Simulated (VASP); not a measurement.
Wanted: the native input for a VASP 6.6.1 run.

| Item | Value |
| --- | --- |
| Task | single point |
| Functional | LDA |
| Potentials or basis | VASP PAW LDA potentials, release 64 (O) |
| Cutoff | 520 eV |
| k mesh | 21 × 21 × 21 |
| Occupations | fermi-dirac, width 0.1 eV |
| Spin | no spin polarisation |
| Dipole correction | no |
| Further INCAR settings | ALGO = Normal; EDIFF = 1e-07; NBANDS = 9 |

The structure of O lies in POSCAR:

```
O
1.0
   -1.0622904650      1.0622904650      1.0622904650
    1.0622904650     -1.0622904650      1.0622904650
    1.0622904650      1.0622904650     -1.0622904650
O
1
Direct
    0.0000000000      0.0000000000      0.0000000000
```

This cell differs from its parent crystal: volume scaled by 0.68.

These files were run (other wordings do the same):

INCAR

```
SYSTEM = O
ALGO = Normal
EDIFF = 1E-7
ENCUT = 520
ISIF = 2
ISMEAR = -1
LASPH = .True.
LCHARG = .False.
LREAL = .False.
LWAVE = .False.
NBANDS = 9
NELM = 80
PREC = Accurate
SIGMA = 0.1
```

KPOINTS

```
k-points
0
Gamma
  21 21 21
  0 0 0
```

Potentials or basis: VASP PAW LDA potentials, release 64 (O).

The run is started by

```console
$ cat potpaw_LDA.64/O/POTCAR > POTCAR
$ mpirun -np 1 vasp_std > vasp.out
```

Results of the run:

The pressure is 186.6 GPa. The band gap on the k mesh is zero (band 3 reaches 13.58 eV, above the bottom of band 4 at 4.08 eV).

Wall time 4.9 s on 1 thread of Intel(R) Xeon(R) Platinum 8259CL CPU @ 2.50GHz (Skylake/Cascade Lake), with other jobs on the host, peak memory 0.11 GiB.
